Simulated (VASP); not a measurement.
Wanted: the native input for a VASP 6.6.1 run.

```
Task                   : single point
Functional             : LDA
Potentials or basis    : VASP PAW LDA potentials, release 64 (Hf_pv, O)
Cutoff                 : 520 eV
k mesh                 : 9 × 9 × 9
Occupations            : fermi-dirac, width 0.05 eV
Spin                   : no spin polarisation
Dipole correction      : no
Further INCAR settings : ALGO = Normal; EDIFF = 1e-06; NBANDS = 18
```

The structure of HfO2 lies in POSCAR:

```
HfO2
1.0
    0.0000000000      2.5575000000      2.5575000000
    2.5575000000      0.0000000000      2.5575000000
    2.5575000000      2.5575000000      0.0000000000
Hf O
1 2
Direct
    0.0000000000      0.0000000000      0.0000000000
    0.7500000000      0.7500000000      0.7500000000
    0.2500000000      0.2500000000      0.2500000000
```

The input as run:

INCAR

```
SYSTEM = HfO2
PREC = Accurate
ENCUT = 520
EDIFF = 1E-6
ISMEAR = -1
SIGMA = 0.05
LREAL = .False.
LASPH = .True.
NELM = 100
ALGO = Normal
ISIF = 2
LWAVE = .False.
LCHARG = .True.
LELF = .True.
LVHAR = .True.
NBANDS = 18
```

KPOINTS

```
Automatic mesh
0
Gamma
  9 9 9
  0 0 0
```

Potentials or basis: VASP PAW LDA potentials, release 64 (Hf_pv, O).

The run is started by

```sh
$ cat potpaw_LDA.64/Hf_pv/POTCAR potpaw_LDA.64/O/POTCAR > POTCAR
$ mpirun -np 1 vasp_std > vasp.out
```

Results of the run:

The pressure is -19.3 GPa and the band gap on the k mesh is 3.63 eV, indirect (least direct gap 3.75 eV).

Caveat: spin-orbit coupling is left out, which moves the levels of the heavy elements.

Wall time 11 s on 1 thread of Intel(R) Xeon(R) Platinum 8488C (Sapphire Rapids), on a shared host, peak memory 0.15 GiB.
